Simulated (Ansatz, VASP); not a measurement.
Ga3W: VASP beside Ansatz

```
Ga W
1.0
     2.63942    0.00000    0.00000
     0.00000    2.63942    0.00000
     0.00000    0.00000   10.93892
Ga W
3 1
Direct
  0.00000 0.00000 0.24262
  0.00000 0.00000 0.50000
  0.00000 0.00000 0.75738
  0.00000 0.00000 0.00000
```

Change from the starting cell: species swapped into the Sb3Au type (P4/mmm, No. 123).

Alike in both runs: functional PBE; k mesh 6 × 6 × 2; occupations gaussian, width 0.1 eV; no spin polarisation.

Ansatz relaxed the structure, and its values are those at the end. VASP's run is a single point on that final structure, the one shown.

|  | VASP | Ansatz |
| --- | --- | --- |
| version | VASP 6.6.1 | Ansatz 0.2.0 |
| potentials or method | VASP PAW PBE potentials, release 64 (Ga_d, W_sv), cutoff 520 eV | scalar-relativistic, plane waves, PAW |
| valence electrons in the cell | 53 | 53 |

VASP gave:

| Property | Result |
| --- | --- |
| gap on the k mesh at the Fermi level (eV) | none |
| pressure (GPa) | 0.0 |
| rms of the force components (eV/Å) | 0.012 |

Question: What did Ansatz give for the same quantities?

Answer: gap on the k mesh at the Fermi level (eV): none; pressure (GPa): -0.2; rms of the force components (eV/Å): 0.010.

A gap of «none» marks a metal or a gap that the smearing closes. With one functional, cell and mesh, what is left measures potentials, basis and numerics.

The k mesh is coarse, so the values compare programs but aren't converged. Spin-orbit coupling is off throughout.
